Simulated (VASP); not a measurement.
# Ge in VASP: notebook, part 2 of 2

VASP 6.6.1. Earlier steps stand in the parts before.

## Step 3: Single point, PBE

INCAR reads:

```
  ALGO = Normal
  DIPOL = 0.5 0.5 0.500
  EDIFF = 1E-6
  ENCUT = 520
  GGA = PE
  IDIPOL = 3
  ISIF = 2
  ISMEAR = 0
  LASPH = T
  LCHARG = F
  LDIPOL = T
  LREAL = F
  LWAVE = F
  NBANDS = 21
  NELM = 100
  PREC = Accurate
  SIGMA = 0.1
```

KPOINTS reads:

```
k-points
0
Gamma
  12 12 1
```

POSCAR reads:

```
Ge
1.0
    4.0510000000      0.0000000000      0.0000000000
   -2.0255000000      3.5082689107      0.0000000000
    0.0000000000      0.0000000000     28.0000000000
Ge
2
Direct
    0.3333333333      0.6666666667      0.5129821429
    0.6666666667      0.3333333333      0.4870178571
```

Potentials or basis: VASP PAW PBE potentials, release 64 (Ge_d).

On the command line:

```bash
cat potpaw_PBE.64/Ge_d/POTCAR > POTCAR
mpirun -np 1 vasp_std > vasp.out
```

OUTCAR:

```text
EDIFF = 1E-6
   ENCUT = 520
   GGA = PE
   ISIF = 2
   ISMEAR = 0
   LASPH = T
   LREAL = F
   NELM = 100
   PREC = Accurate

 ion  position               nearest neighbor table
   1  0.333  0.667  0.513-   2 2.45   2 2.45   2 2.45
   2  0.667  0.333  0.487-   1 2.45   1 2.45   1 2.45

  LATTYP: Found a hexagonal cell.
 ALAT       =     4.0510000000
 C/A-ratio  =     6.9118736115

  Lattice vectors:

 A1 = (   4.0510000000,   0.0000000000,   0.0000000000)
 A2 = (  -2.0255000000,   3.5082689107,   0.0000000000)
 A3 = (   0.0000000000,   0.0000000000,  28.0000000000)

Analysis of symmetry for initial positions (statically):
=====================================================================
 Subroutine PRICEL returns:
 Original cell was already a primitive cell.

 Routine SETGRP: Setting up the symmetry group for a
 hexagonal supercell.

 Subroutine GETGRP returns: Found 12 space group operations
 (whereof 12 operations were pure point group operations)
 out of a pool of 24 trial point group operations.

The static configuration has the point symmetry D_3d.

Analysis of symmetry for dynamics (positions and initial velocities):
=====================================================================
 Subroutine PRICEL returns:
 Original cell was already a primitive cell.

 Routine SETGRP: Setting up the symmetry group for a
 hexagonal supercell.

 Subroutine GETGRP returns: Found 12 space group operations
 (whereof 12 operations were pure point group operations)
 out of a pool of 24 trial point group operations.

The dynamic configuration has the point symmetry D_3d.

 Subroutine INISYM returns: Found 12 space group operations
 (whereof 12 operations are pure point group operations),
 and found     1 'primitive' translations

----------------------------------------------------------------------------------------

                                     Primitive cell

  volume of cell :     397.9359

  direct lattice vectors                    reciprocal lattice vectors
     4.051000000  0.000000000  0.000000000     0.246852629  0.142520432  0.000000000
    -2.025500000  3.508268911  0.000000000     0.000000000  0.285040864  0.000000000
     0.000000000  0.000000000 28.000000000     0.000000000  0.000000000  0.035714286

  length of vectors
     4.051000000  4.051000000 28.000000000     0.285040864  0.285040864  0.035714286

  position of ions in fractional coordinates (direct lattice)
     0.333333333  0.666666667  0.512982143
     0.666666667  0.333333333  0.487017857

  ion indices of the primitive-cell ions
   primitive index   ion index
                 1           1
                 2           2

----------------------------------------------------------------------------------------

 KPOINTS: k-points

Automatic generation of k-mesh.
 Grid dimensions read from file:
 generate k-points for:   12   12    1

 Generating k-lattice:

  Cartesian coordinates                     Fractional coordinates (reciprocal lattice)
     0.020571052  0.011876703  0.000000000     0.083333333  0.000000000  0.000000000
     0.000000000  0.023753405  0.000000000     0.000000000  0.083333333  0.000000000
     0.000000000  0.000000000  0.035714286     0.000000000  0.000000000  1.000000000

  Length of vectors
     0.023753405  0.023753405  0.035714286

  Shift w.r.t. Gamma in fractional coordinates (k-lattice)
     0.000000000  0.000000000  0.000000000

 Subroutine IBZKPT returns following result:
 ===========================================

 Found     19 irreducible k-points:

 Following reciprocal coordinates:
            Coordinates               Weight
  0.000000  0.000000  0.000000      1.000000
  0.083333  0.000000  0.000000      6.000000
  0.166667 -0.000000  0.000000      6.000000
  0.250000 -0.000000  0.000000      6.000000
  0.333333 -0.000000  0.000000      6.000000
  0.416667  0.000000  0.000000      6.000000
[... 11 lines left out ...]
  0.333333  0.250000  0.000000     12.000000
  0.333333  0.333333  0.000000      2.000000
   k-points           NKPTS =     19   k-points in BZ     NKDIM =     19   number of bands    NBANDS=     21
   number of dos      NEDOS =    301   number of ions     NIONS =      2
   total plane-waves  NPLWV = 189000
   dimension x,y,z NGX =    30 NGY =   30 NGZ =  210
   dimension x,y,z NGXF=    60 NGYF=   60 NGZF=  420
   ions per type =               2
   NGX,Y,Z   is equivalent  to a cutoff of  12.31, 12.31, 12.47 a.u.
   NGXF,Y,Z  is equivalent  to a cutoff of  24.62, 24.62, 24.94 a.u.
 SYSTEM =  unknown system
   PREC   = accura    normal or accurate (medium, high low for compatibility)
   ISTART =      0    job   : 0-new  1-cont  2-samecut
   ICHARG =      2    charge: 1-file 2-atom 10-const
   ISPIN  =      1    spin polarized calculation?
   LNONCOLLINEAR =      F non collinear calculations
   LSORBIT =      F    spin-orbit coupling
   LASPH  =      T    aspherical Exc in radial PAW
   ENCUT  =  520.0 eV  38.22 Ry    6.18 a.u.   7.53  7.53 52.06*2*pi/ulx,y,z
   NELM   =    100;   NELMIN=  2; NELMDL= -5     # of ELM steps
   EDIFF  = 0.1E-05   stopping-criterion for ELM
   LREAL  =      F    real-space projection
   EDIFFG = 0.1E-04   stopping-criterion for IOM
   NSW    =      0    number of steps for IOM
   IBRION =     -1    ionic relax: 0-MD 1-quasi-New 2-CG
   NFREE  =      0    steps in history (QN), initial steepest desc. (CG)
   ISIF   =      2    stress and relaxation
   ISYM   =      2    0-nonsym 1-usesym 2-fastsym
   POTIM  = 0.5000    time-step for ionic-motion
   TEBEG  =    0.0;   TEEND  =   0.0 temperature during run
   PSTRESS=    0.0 pullay stress
   NELECT =      28.0000    total number of electrons
   NUPDOWN=      -1.0000    fix difference up-down
   EMIN   =  10.00;   EMAX   =-10.00  energy-range for DOS
   EFERMI =   0.00;   METHOD = LEGACY
   ISMEAR =     0;   SIGMA  =   0.10  broadening in eV -4-tet -1-fermi 0-gaus
   EFERMI_NEDOS =   21; number of points for ismear=-14 and -15
   IALGO  =     38    algorithm
   IMIX   =      4    mixing-type and parameters
     AMIX     =   0.40;   BMIX     =  1.00
     AMIX_MAG =   1.60;   BMIX_MAG =  1.00
  volume/ion in A,a.u.               =     198.97      1342.70
  Fermi-wavevector in a.u.,A,eV,Ry     =   0.675860  1.277189  6.214953  0.456786
  Thomas-Fermi vector in A             =   1.753001
   LORBIT       =      0    0 simple, 1 ext, 2 COOP (PROOUT), +10 PAW based schemes
   GGA     = PE    functional components
   LHFCALC =     F    Hartree Fock is set to
   AEXX    =    0.0000 exact exchange contribution
   IVDW    =     0    specifies the selected vdW correction
   LEPSILON=     F    determine dielectric tensor
   LRPA    =     F    only Hartree local field effects (RPA)
 non-spin polarized calculation
 Gauss-broadening in eV      SIGMA  =   0.10
  energy-cutoff  :      520.00
  volume of cell :      397.94
 maximum number of plane-waves:     10773
   NGX = 15   NGY = 15   NGZ =105

 number of electron      28.0000011 magnetization

 dipolmoment           0.000000      0.000000     -0.000000 electrons x Angstroem

 Free energy of the ion-electron system (eV)
  ---------------------------------------------------
  ext. energy  EPLUGINS =         0.00000000
  ---------------------------------------------------
  free energy    TOTEN  =        -8.07342676 eV

  energy without entropy =       -8.07185956  energy(sigma->0) =       -8.07264316

 E-fermi :  -3.4411     XC(G=0):  -1.6485

 val. band max:       -3.4411275126   @ k =   0.3333   0.3333   0.0000
 cond. band min:      -2.9584148636   @ k =   0.3333   0.2500   0.0000
 fundamental gap:      0.4827126490
 Fermi energy:        -3.4411274690

 k-point     1 :       0.0000    0.0000    0.0000
  band No.  band energies     occupation
      1     -27.8785      2.00000
      2     -27.8785      2.00000
      3     -27.8291      2.00000
      4     -27.8291      2.00000
      5     -27.8268      2.00000
      6     -27.7766      2.00000
[... 13 lines left out ...]
     20       1.0148      0.00000
     21       1.3941      0.00000
[... 409 lines left out ...]
 k-point    19 :       0.3333    0.3333    0.0000
  band No.  band energies     occupation
      1     -27.9097      2.00000
      2     -27.8842      2.00000
      3     -27.8842      2.00000
      4     -27.7883      2.00000
      5     -27.7361      2.00000
      6     -27.7277      2.00000
[... 13 lines left out ...]
     20       3.4389      0.00000
     21       3.6382      0.00000

------------------------ aborting loop because EDIFF is reached ----------------------------------------

 vacuum level on the upper side and lower side of the slab       (xc-potential included)        -0.006        -0.006

  FORCE on cell =-STRESS in cart. coord.  units (eV):
  Direction    XX          YY          ZZ          XY          YZ          ZX
  --------------------------------------------------------------------------------------
  -------------------------------------------------------------------------------------
  Total       -0.2475392     -0.2475392     -0.1582915      0.0000000      0.0000000     -0.0000000
  in kB       -0.9966472     -0.9966472     -0.6373164      0.0000000      0.0000000     -0.0000000
  external PRESSURE =      -0.8768703 kB  Pullay stress =       0.0000000 kB

 VOLUME and BASIS-vectors are now :
 -----------------------------------------------------------------------------
  energy-cutoff  :      520.00
  volume of cell :      397.94
      direct lattice vectors                 reciprocal lattice vectors
     4.051000000  0.000000000  0.000000000     0.246852629  0.142520432  0.000000000
    -2.025500000  3.508268911  0.000000000     0.000000000  0.285040864  0.000000000
     0.000000000  0.000000000 28.000000000     0.000000000  0.000000000  0.035714286

 POSITION                                       TOTAL-FORCE (eV/Angst)
 -----------------------------------------------------------------------------------
     -0.00000      2.33885     14.36350        -0.000000      0.000000     -0.199529
      2.02550      1.16942     13.63650         0.000000     -0.000000      0.199529
 -----------------------------------------------------------------------------------
    total drift:                                0.000000      0.000000     -0.000000

  FREE ENERGIE OF THE ION-ELECTRON SYSTEM (eV)
  ---------------------------------------------------
  free  energy   TOTEN  =        -8.0734267574 eV

  energy  without entropy=       -8.0718595558  energy(sigma->0) =       -8.07264316

 vacuum level on the upper side and lower side of the slab         1.032         1.032
```

stdout:

```text
POSCAR found type information on POSCAR Ge
 POSCAR found :  1 types and       2 ions
 scaLAPACK will be used
 LDA part: xc-table for (Slater+PW92), standard interpolation
 POSCAR, INCAR and KPOINTS ok, starting setup
 FFT: planning ... GRIDC
 FFT: planning ... GRID_SOFT
 FFT: planning ... GRID
 WAVECAR not read
 entering main loop
```

It took 2.5 min on 1 thread of Intel Xeon 6975P-C (Granite Rapids), shared host; peak memory 0.51 GiB.

Results:

- Free energy: -8.0734 eV
- Largest force: 0.200 eV/Å
- Band gap on the k mesh: zero (filled and empty bands touch)

Forces in eV/Å, atoms in the order of the input:
```
Ge   0.000  0.000 -0.200
Ge   0.000  0.000  0.200
```

Levels at points of the mesh, in eV from the Fermi level:
| k point | band 10 | band 11 | band 12 | band 13 | band 14 | band 15 | band 16 | band 17 | band 18 | band 19 |
| --- | --- | --- | --- | --- | --- | --- | --- | --- | --- | --- |
| (0.00, 0.00, 0.00) | -24.18 | -11.11 | -3.57 | -0.34 | -0.34 | 0.61 | 2.24 | 3.92 | 3.92 | 4.25 |
| (0.50, 0.00, 0.00) | -24.12 | -9.10 | -7.28 | -1.85 | -1.16 | 0.67 | 1.75 | 5.39 | 6.34 | 6.82 |

## Step 4: Single point, PBE

INCAR reads:

```
ALGO     = Normal         # electronic algorithm
DIPOL    = 0.5 0.5 0.500
EDIFF    = 1E-6           # SCF threshold, eV
ENCUT    = 520            # plane-wave cutoff, eV
GGA      = PE             # functional
IDIPOL   = 3            
ISIF     = 2              # what is computed and relaxed
ISMEAR   = 0              # smearing method
LASPH    = True           # aspherical terms in the spheres
LCHARG   = True           # write CHGCAR
LDIPOL   = True         
LELF     = True           # ELF
LREAL    = False          # projectors in reciprocal space
LVACPOTAV= True         
LVHAR    = True         
LWAVE    = False          # write WAVECAR
NBANDS   = 21             # bands
NELM     = 100            # most SCF steps
PREC     = Accurate       # precision mode
SIGMA    = 0.1            # smearing width, eV
```

KPOINTS is that of step 3.

POSCAR reads:

```
Ge
1.0
    4.0510000000      0.0000000000      0.0000000000
   -2.0255000000      3.5082689107      0.0000000000
    0.0000000000      0.0000000000     28.0000000000
Ge
2
Direct
    0.3333333333      0.6666666667      0.5181785714
    0.6666666667      0.3333333333      0.4818214286
```

On the command line:

```bash
cat potpaw_PBE.64/Ge_d/POTCAR > POTCAR
mpirun -np 1 vasp_std > vasp.out
```

Wall time 2.4 min (1 thread of Intel Xeon 6975P-C (Granite Rapids), shared host); peak memory 0.51 GiB.

Results (log left out):

| Quantity | Value |
| --- | --- |
| Free energy | -7.8394 eV |
| Largest force | 1.315 eV/Å |
| Band gap on the k mesh | zero (bands 14 and 15 overlap by 0.59 eV) |

Forces in eV/Å, atoms in the order of the input:
```
Ge   0.000  0.000 -1.315
Ge   0.000  0.000  1.315
```

Levels at points of the mesh, in eV from the Fermi level:
| k point | band 10 | band 11 | band 12 | band 13 | band 14 | band 15 | band 16 | band 17 | band 18 | band 19 |
| --- | --- | --- | --- | --- | --- | --- | --- | --- | --- | --- |
| (0.00, 0.00, 0.00) | -24.17 | -10.69 | -4.29 | 0.20 | 0.20 | 1.28 | 1.37 | 3.96 | 3.96 | 4.00 |
| (0.50, 0.00, 0.00) | -24.14 | -8.73 | -6.98 | -1.56 | -1.30 | 0.17 | 2.13 | 4.59 | 5.88 | 6.00 |

## Step 5: Single point, PBE

This run uses another cell than the first one.

INCAR reads:

```
SYSTEM = Ge
PREC = Accurate
ENCUT = 520
EDIFF = 1E-6
ISMEAR = 0
SIGMA = 0.1
LREAL = .False.
LASPH = .True.
NELM = 80
ALGO = Normal
ISIF = 2
LWAVE = .False.
LCHARG = .True.
LDIPOL = .True.
IDIPOL = 3
DIPOL = 0.5 0.5 0.500
GGA = PE
LELF = .True.
LVHAR = .True.
LVACPOTAV = .True.
NBANDS = 21
```

KPOINTS reads:

```
regular mesh
0
Gamma
  12 12 1
  0 0 0
```

POSCAR reads:

```
Ge
1.0
    4.1160000000      0.0000000000      0.0000000000
   -2.0580000000      3.5645605620      0.0000000000
    0.0000000000      0.0000000000     28.0000000000
Ge
2
Direct
    0.3333333333      0.6666666667      0.5051964286
    0.6666666667      0.3333333333      0.4948035714
```

Potentials or basis: VASP PAW PBE potentials, release 64 (Ge_d).

On the command line:

```bash
cat potpaw_PBE.64/Ge_d/POTCAR > POTCAR
mpirun -np 1 vasp_std > vasp.out
```

OUTCAR:

```text
SYSTEM = Ge
   PREC = Accurate
   ENCUT = 520
   EDIFF = 1E-6
   ISMEAR = 0
   LREAL = .False.
   LASPH = .True.
   NELM = 80
   ISIF = 2
   GGA = PE

 ion  position               nearest neighbor table
   1  0.333  0.667  0.505-   2 2.39   2 2.39   2 2.39
   2  0.667  0.333  0.495-   1 2.39   1 2.39   1 2.39

  LATTYP: Found a hexagonal cell.
 ALAT       =     4.1160000000
 C/A-ratio  =     6.8027210884

  Lattice vectors:

 A1 = (   4.1160000000,   0.0000000000,   0.0000000000)
 A2 = (  -2.0580000000,   3.5645605620,   0.0000000000)
 A3 = (   0.0000000000,   0.0000000000,  28.0000000000)

Analysis of symmetry for initial positions (statically):
=====================================================================
 Subroutine PRICEL returns:
 Original cell was already a primitive cell.

 Routine SETGRP: Setting up the symmetry group for a
 hexagonal supercell.
[... 159 lines left out ...]
  ---------------------------------------------------
  free energy    TOTEN  =        -7.91803397 eV

  energy without entropy =       -7.91643013  energy(sigma->0) =       -7.91723205

 E-fermi :  -3.4735     XC(G=0):  -1.5985

 val. band max:       -3.8684792973   @ k =   0.3333   0.2500   0.0000
 cond. band min:      -3.4001993733   @ k =   0.0833  -0.0000   0.0000
 fundamental gap:      0.4682799240
 Fermi energy:        -3.4735054762

 k-point     1 :       0.0000    0.0000    0.0000
  band No.  band energies     occupation
      1     -28.4645      2.00000
      2     -28.4493      2.00000
      3     -28.4493      2.00000
      4     -28.4140      2.00000
      5     -28.4140      2.00000
      6     -28.2642      2.00000
[... 445 lines left out ...]
     20       3.4831      0.00000
     21       3.4831      0.00000

------------------------ aborting loop because EDIFF is reached ----------------------------------------

 vacuum level on the upper side and lower side of the slab       (xc-potential included)        -0.133        -0.133

  FORCE on cell =-STRESS in cart. coord.  units (eV):
  Direction    XX          YY          ZZ          XY          YZ          ZX
  --------------------------------------------------------------------------------------
  -------------------------------------------------------------------------------------
  Total       -0.3645410     -0.3645410      0.1420465      0.0000000      0.0000000      0.0000000
  in kB       -1.4217313     -1.4217313      0.5539897      0.0000000      0.0000000      0.0000000
  external PRESSURE =      -0.7631576 kB  Pullay stress =       0.0000000 kB

 VOLUME and BASIS-vectors are now :
 -----------------------------------------------------------------------------
  energy-cutoff  :      520.00
  volume of cell :      410.81
      direct lattice vectors                 reciprocal lattice vectors
     4.116000000  0.000000000  0.000000000     0.242954325  0.140269745  0.000000000
    -2.058000000  3.564560562  0.000000000     0.000000000  0.280539489  0.000000000
     0.000000000  0.000000000 28.000000000     0.000000000  0.000000000  0.035714286

 POSITION                                       TOTAL-FORCE (eV/Angst)
 -----------------------------------------------------------------------------------
     -0.00000      2.37637     14.14550         0.000000     -0.000000      0.540154
      2.05800      1.18819     13.85450        -0.000000      0.000000     -0.540154
 -----------------------------------------------------------------------------------
    total drift:                               -0.000000      0.000000      0.000000

  FREE ENERGIE OF THE ION-ELECTRON SYSTEM (eV)
  ---------------------------------------------------
  free  energy   TOTEN  =        -7.9180339747 eV

  energy  without entropy=       -7.9164301345  energy(sigma->0) =       -7.91723205

 vacuum level on the upper side and lower side of the slab         1.060         1.060
```

Run time: 2.4 min. Hardware: 1 thread of Intel Xeon 6975P-C (Granite Rapids), shared host; peak memory 0.54 GiB.

Results:

| Property | Result |
| --- | --- |
| Free energy | -7.9180 eV |
| Largest force | 0.540 eV/Å |
| Band gap on the k mesh | zero (bands 14 and 15 overlap by 1.17 eV) |
| Work function of the upper face | 4.53 eV |
| Work function of the lower face | 4.53 eV |

Forces on the atoms (eV/Å):
```
Ge   0.000  0.000  0.540
Ge   0.000  0.000 -0.540
```

Levels at points of the mesh, in eV from the Fermi level:
```csv
k point,band 12,band 13,band 14,band 15,band 16,band 17
"(0.00, 0.00, 0.00)",-2.96,-1.37,-1.37,-1.03,3.06,3.30
"(0.50, 0.00, 0.00)",-7.96,-2.81,-0.89,0.65,0.92,5.87
```

## Step 6: The runs side by side

```tsv
cell	gap on the mesh (eV)	largest force (eV/Å)
a = 4.051, b = 4.051, c = 28.000 Å, angles 90.0, 90.0, 120.0°, 2 atoms, atomic positions A	none	0.56
a = 4.051, b = 4.051, c = 28.000 Å, angles 90.0, 90.0, 120.0°, 2 atoms, atomic positions B	none	0.20
a = 4.051, b = 4.051, c = 28.000 Å, angles 90.0, 90.0, 120.0°, 2 atoms, atomic positions C	none	1.31
a = 4.116, b = 4.116, c = 28.000 Å, angles 90.0, 90.0, 120.0°, 2 atoms, atomic positions D	none	0.54
```

Alike in all rows: task single point; level PBE; potentials or basis VASP PAW PBE potentials, release 64 (Ge_d); no spin polarisation; k mesh 12 × 12 × 1; cutoff (eV) 520; smearing gaussian 0.1 eV.

Absolute energies hang on the potentials; compare differences alone.
